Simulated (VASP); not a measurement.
Wanted: the native input for a VASP 6.6.1 run.

```yaml
Task: single point
Functional: LDA
Potentials_or_basis: VASP PAW LDA potentials, release 64 (P)
Cutoff: 520 eV
k_mesh: 8 × 1 × 6
Occupations: fermi-dirac, width 0.05 eV
Spin: no spin polarisation
Dipole_correction: no
Further_INCAR_settings: ALGO = Normal; EDIFF = 1e-06; NBANDS = 18
```

The structure of P lies in POSCAR:

```
P
1.0
    3.2616886149      0.0000000000      0.0000000000
    0.0000000000     34.6230841357      0.0000000000
    0.0000000000      0.0000000000      4.6009959564
P
4
Direct
    0.5000000000      0.9702614300      0.9078492800
    0.5000000000      0.0297385700      0.0921507200
    0.0000000000      0.0297385700      0.4078492800
    0.0000000000      0.9702614300      0.5921507200
```

One way to write it, as run:

INCAR

```
PREC = Accurate
ENCUT = 520
EDIFF = 1E-6
ISMEAR = -1
SIGMA = 0.05
LREAL = F
LASPH = T
NELM = 80
ALGO = Normal
ISIF = 2
LWAVE = F
LCHARG = T
GGA = CA
LELF = T
LVHAR = T
NBANDS = 18
```

KPOINTS

```
Automatic mesh
0
Gamma
  8 1 6
```

Potentials or basis: VASP PAW LDA potentials, release 64 (P).

The run is started by

```bash
$ cat potpaw_LDA.64/P/POTCAR > POTCAR
$ mpirun -np 1 vasp_std > vasp.out
```

Results of the run:

| Item | Value |
| --- | --- |
| Largest force | 0.256 eV/Å |
| Band gap on the k mesh | 0.84 eV |

Caveat: there is no dipole correction, which matters where the two faces differ.

It took 2.1 min on 1 thread of Intel(R) Xeon(R) 6975P-C (Granite Rapids) (shared host), peak memory 0.45 GiB.
